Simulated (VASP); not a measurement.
Mg2SO, 4 atoms in the cell. It takes space group R-3m (No. 166, trigonal). The conventional cell has a = 3.186 Å, b = 3.186 Å, c = 15.731 Å, α = 90.00°, β = 90.00°, γ = 120.00°. Within 2.8 Å of O (site symmetry -3m) lie 6 Mg at 2.15 Å. S (site symmetry -3m) has 6 Mg at 2.38 Å and 6 S at 3.19 Å and 6 O at 3.20 Å within 3.3 Å. Mg (site symmetry 3m) has 3 O at 2.15 Å and 3 S at 2.38 Å and 3 Mg at 2.88 Å within 2.9 Å.  This cell differs from its parent crystal: strain -4.6%.

- Program: VASP 6.6.1
- Task: single point
- Functional: r2SCAN
- Potentials or basis: VASP PAW PBE potentials, release 64 (O, S, Mg)
- Cutoff: 520 eV
- k mesh: 10 × 10 × 10
- Occupations: gaussian, width 0.01 eV
- Spin: no spin polarisation
- Dipole correction: no
- Further INCAR settings: ALGO = Normal; EDIFF = 1e-06; NBANDS = 16

Potentials or basis: VASP PAW PBE potentials, release 64 (O, S, Mg).

Launch:

```console
$ cat potpaw_PBE.64/O/POTCAR potpaw_PBE.64/S/POTCAR potpaw_PBE.64/Mg/POTCAR > POTCAR
$ cp INCAR.step1 INCAR
$ mpirun -np 1 vasp_std > vasp.out
$ cp INCAR.step2 INCAR
$ mpirun -np 1 vasp_std > vasp.out
```

Hardware: 1 thread of Intel(R) Xeon(R) Platinum 8488C (Sapphire Rapids), with other jobs on the host.

Question: Estimate the wall time of this run.

Answer: Wall time 13 min on 1 thread of Intel(R) Xeon(R) Platinum 8488C (Sapphire Rapids), with other jobs on the host, peak memory 0.34 GiB. Counts: k points 116.
